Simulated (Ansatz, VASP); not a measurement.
## BAs in VASP and in Ansatz

```
CELL_PARAMETERS angstrom
0.00000 2.38850 2.38850
2.38850 0.00000 2.38850
2.38850 2.38850 0.00000
ATOMIC_POSITIONS crystal
As 0.75000 0.75000 0.75000
B 0.00000 0.00000 0.00000
```

Alike in both runs: task relaxation of cell and atoms; functional PBE; k mesh 7 × 7 × 7; occupations fermi-dirac, width 0.05 eV; non-collinear spin, spin-orbit coupling.

|  | VASP | Ansatz |
| --- | --- | --- |
| version | VASP 6.6.1 | Ansatz 0.2.0 |
| potentials or method | VASP PAW PBE potentials, release 64 (As, B), cutoff 600 eV | all-electron LAPW, relativistic spinors |

VASP gave:

| Property | Result |
| --- | --- |
| net moment per atom (μB) | 0.00 |
| relaxed volume (Å³/atom) | 13.97 |
| relaxed cell length with the largest relative difference (Å) | 3.406 |

Task: Which values does Ansatz return?

Result: net moment per atom (μB): 0.00; relaxed volume (Å³/atom): 13.90; relaxed cell length with the largest relative difference (Å): 3.400.

Ansatz ran all-electron here, and VASP with PAW potentials.
